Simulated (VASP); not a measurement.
## H4C2O3: single point with LDA

H4C2O3:

```xyz
27
Lattice="6.2641 0.0000 0.0000 0.0000 6.2641 0.0000 0.0000 0.0000 6.2641" Properties=species:S:1:pos:R:3 pbc="T T T"
O     1.9460    5.7568    6.4374
O     5.9817    0.2368    5.1167
O     4.4055    7.2250    1.9832
O     2.1099    1.7737    6.6946
O     3.6515    1.6876    5.0014
O     5.7189    5.1195    0.9333
O     6.4949    3.6290   -0.4535
O     2.9291    2.8709    2.5166
O     4.7904    3.7722    3.2821
C     2.8157    5.0782    5.8459
C     5.8302    1.4644    5.1784
C     3.7588    6.3326    2.4199
C     3.2481    2.0521    6.1197
C     6.2446    3.9738    0.6462
C     3.5822    3.6957    3.2399
H     3.7057    5.5563    5.3142
H     2.5752    3.9967    5.6963
H     5.7093    2.0231    6.1039
H     5.9702    2.1359    4.3412
H     3.8834    5.3531    1.8895
H     2.9452    6.4459    3.2221
H     1.7872    0.8730    6.3707
H     3.8678    2.7276    6.6624
H     5.7944    5.8571    0.1252
H     6.5056    3.4142    1.4973
H     3.6441    2.1136    2.4345
H     2.9417    4.3047    3.9081
```

```json
{
  "Program": "VASP 6.6.1",
  "Task": "single point",
  "Functional": "LDA",
  "Potentials or basis": "VASP PAW LDA potentials, release 64 (O, C, H)",
  "Cutoff": "520 eV",
  "k mesh": "1 × 1 × 1",
  "Occupations": "fermi-dirac, width 0.02 eV",
  "Spin": "no spin polarisation"
}
```

- Pressure: 6.3 GPa
- Largest force: 3.957 eV/Å
- Band gap on the k mesh: 2.02 eV

Forces on the atoms (eV/Å):
```
O    1.612 -2.265 -1.152
O   -0.036  0.089  0.375
O    1.311  2.469 -0.055
O    1.023  1.475 -0.510
O   -0.611 -0.382  0.734
O   -0.714  1.558  0.446
O    1.388 -0.281 -3.695
O   -0.618 -0.770 -0.013
O    0.729  0.173  0.331
C   -1.565  1.332  0.168
C   -0.377 -0.811  0.009
C   -2.033 -2.820  0.219
C   -1.018 -0.243 -1.312
C   -0.348  2.394  1.206
C    0.454  0.717  0.983
H   -0.341 -0.400  0.627
H    0.093  0.107  0.394
H   -0.235 -0.702  0.486
H    0.070  0.168 -0.897
H    0.014  0.055  0.472
H    0.690  0.102 -0.363
H   -0.008 -0.720 -0.242
H    0.737  0.869  1.121
H    0.073 -1.116 -0.181
H    0.198 -1.350  1.957
H   -0.029 -0.133 -1.001
H   -0.457  0.485 -0.108
```

Stress tensor (GPa, compression positive):
```
 1.24  1.98  1.97
 1.98 11.96  2.04
 1.97  2.04  5.71
```

Levels at points of the mesh, in eV from the valence-band top:
| k point | band 42 | band 43 | band 44 | band 45 | band 46 | band 47 | band 48 | band 49 |
| --- | --- | --- | --- | --- | --- | --- | --- | --- |
| (0.00, 0.00, 0.00) | -1.05 | -0.82 | -0.53 | 0.00 | 2.02 | 2.66 | 3.76 | 4.17 |

It took 49 s on 1 thread of Intel Xeon 8259CL, with other jobs on the host, peak memory 0.24 GiB.

Caveat: the k points lie up to 1.00 Å⁻¹ apart.
